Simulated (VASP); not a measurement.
Runs of VASP 6.6.1 on Lu. The structure is that of space group Im-3m (No. 229), or close to it. The cells are those of the table. 

```tsv
task	cell	cutoff (eV)	gap on the mesh (eV)	pressure (GPa)	relaxed volume (Å³/atom)
single point	a = 3.371 Å, angles 70.5, 109.5, 70.5°, 1 atom	520	none	0.2	-
single point	a = 3.354 Å, angles 70.5, 109.5, 70.5°, 1 atom	520	none	(a)	-
relaxation of cell and atoms	relaxed from a = 3.369 Å, angles 70.5, 109.5, 70.5°, 1 atom	600	none	0.0	29.64
single point	a = 3.388 Å, angles 70.5, 109.5, 70.5°, 1 atom	520	none	(b)	-
relaxation of cell and atoms	relaxed from a = 3.371 Å, angles 70.5, 109.5, 70.5°, 1 atom	600	none	0.0	29.63
```

Alike in all rows: level r2SCAN; potentials or basis VASP PAW PBE potentials, release 64 (Lu); no spin polarisation; k mesh 8 × 8 × 8; smearing methfessel-paxton 0.1 eV.

Question: Estimate the missing entries.

Answer: (a) 0.9; (b) -0.4.

Caveats: the PAW data sets were made with another functional, which shifts forces and pressure a little; spin-orbit coupling is left out, which moves the levels of the heavy elements.

A k mesh can miss the band edges, and the runs leave out spin-orbit coupling on Lu.

A gap of «none» marks levels without a gap at the run's occupations.
